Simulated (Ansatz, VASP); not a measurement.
One calculation of Sb, two programs

```
Sb
1.0
    -1.44522    1.51963    2.48000
     1.51963   -1.44522    2.48000
     1.49038    1.49038   -2.43485
Sb
1
Direct
  0.00000 0.00000 0.00000
```

Change from the starting cell: equal xy, yz and zx shear strains of +3 %.

Alike in both runs: task single point; functional PBEsol; k mesh 19 × 19 × 19; occupations fermi-dirac, width 0.05 eV; no spin polarisation.

```csv
,VASP,Ansatz
version,VASP 6.6.1,Ansatz 0.2.0
potentials or method,"VASP PAW PBE potentials, release 64 (Sb), cutoff 520 eV","all-electron LAPW, scalar-relativistic"
```

Ansatz gave:

- pressure (GPa): 15.3
- traceless stress, the component that is largest in VASP (GPa): 1.12

**Question.** Which values does VASP return?

**Answer.** Pressure (GPa): 15.5; traceless stress, the component that is largest in VASP (GPa): 1.12.

VASP's potentials were made for PBE, not for PBEsol. Ansatz ran all-electron here, and VASP with PAW potentials.

Spin-orbit coupling is off throughout.
